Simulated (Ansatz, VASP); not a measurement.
One calculation of CuO2, two programs

INCAR

```
SYSTEM = CuO2
PREC     = Accurate       ! precision mode
ENCUT    = 520            ! plane-wave cutoff, eV
EDIFF    = 1E-7           ! SCF threshold, eV
ISMEAR   = -1             ! smearing method
SIGMA    = 0.05           ! smearing width, eV
LREAL    = .False.        ! projectors in reciprocal space
LASPH    = .True.         ! aspherical terms in the spheres
NELM     = 80             ! most SCF steps
ALGO     = Normal         ! electronic algorithm
ISIF     = 2              ! what is computed and relaxed
LWAVE    = .False.        ! write WAVECAR
LCHARG   = .False.        ! write CHGCAR
GGA      = PS             ! functional
NBANDS   = 32             ! bands
```

KPOINTS

```
regular mesh
0
Gamma
  8 8 5
  0 0 0
```

The input POSCAR:

```
CuO2
1.0
    1.4691196000     -5.4191768800      0.0000000000
    1.4691196000      5.4191768800      0.0000000000
    0.0000000000      0.0000000000      4.3434240000
Cu O
2 4
Direct
    0.1672530000      0.8327470000      0.7500000000
    0.8327470000      0.1672530000      0.2500000000
    0.7889700000      0.2110300000      0.7500000000
    0.2110300000      0.7889700000      0.2500000000
    0.5514860000      0.4485140000      0.7500000000
    0.4485140000      0.5514860000      0.2500000000
```

Contents of input.yaml:

```yaml
crystal:
  lattice:
    - [1.4691196, -5.41917688, 0.0]
    - [1.4691196, 5.41917688, 0.0]
    - [0.0, 0.0, 4.343424]
  atoms:
    - { symbol: Cu, position: [0.167253, 0.832747, 0.75] }
    - { symbol: Cu, position: [0.832747, 0.167253, 0.25] }
    - { symbol: O, position: [0.78897, 0.21103, 0.75] }
    - { symbol: O, position: [0.21103, 0.78897, 0.25] }
    - { symbol: O, position: [0.551486, 0.448514, 0.75] }
    - { symbol: O, position: [0.448514, 0.551486, 0.25] }
hamiltonian:
  xc: pbesol
  pseudopotentials: { kind: paw }
kpoints:
  mp_grid: { grid: [8, 8, 5] }
  band_path:
    path:
      - [[0.0, 0.0, 0.0], [0.2683733209, 0.2683733209, 0.0], [0.0, 0.5, 0.0], [0.0, 0.5, 0.5], [0.2683733209, 0.2683733209, 0.5], [0.0, 0.0, 0.5], [0.0, 0.0, 0.0], [-0.5, 0.5, 0.0], [-0.2683733209, 0.7316266791, 0.0], [-0.2683733209, 0.7316266791, 0.5], [-0.5, 0.5, 0.5], [-0.5, 0.5, 0.0]]
      - [[0.0, 0.0, 0.5], [-0.5, 0.5, 0.5]]
    npoints: 14
scf:
  occupations: { method: fermi_dirac, width: 0.05 }
  n_extra_bands: 15
output:
  forces: true
  stress: true
  eigenvalues: true
  fatbands: false
```

Alike in both runs: functional PBEsol; k mesh 8 × 8 × 5; occupations fermi-dirac, width 0.05 eV; no spin polarisation.

|  | VASP | Ansatz |
| --- | --- | --- |
| version | VASP 6.6.1 | Ansatz 0.2.0 |
| potentials or method | VASP PAW PBE potentials, release 64 (Cu, O) | Ansatz PAW |
| plane-wave cutoff (eV) | 520 | 420 |
| valence electrons in the cell | 46 | 62 |
| task | single point | band structure |

```csv
,VASP,Ansatz,Ansatz less VASP
gap on the k mesh at the Fermi level (eV),none,none,-
pressure (GPa),-18.2,-18.7,-0.55
"traceless stress, the component that is largest in VASP (GPa)",4.83,5.81,+0.978
rms of the force components (eV/Å),0.493,0.539,+0.0453
```

VASP's potentials were made for PBE, not for PBEsol. Atom by atom the forces differ by 0.049 eV/Å (rms over components). A gap of «none» marks a metal or a gap that the smearing closes. The functional is the same, so the differences come from potentials, cutoffs and numerics. VASP's potentials hold 46 valence electrons a cell and Ansatz's 62, so a difference there can come from the potentials and not from the codes.
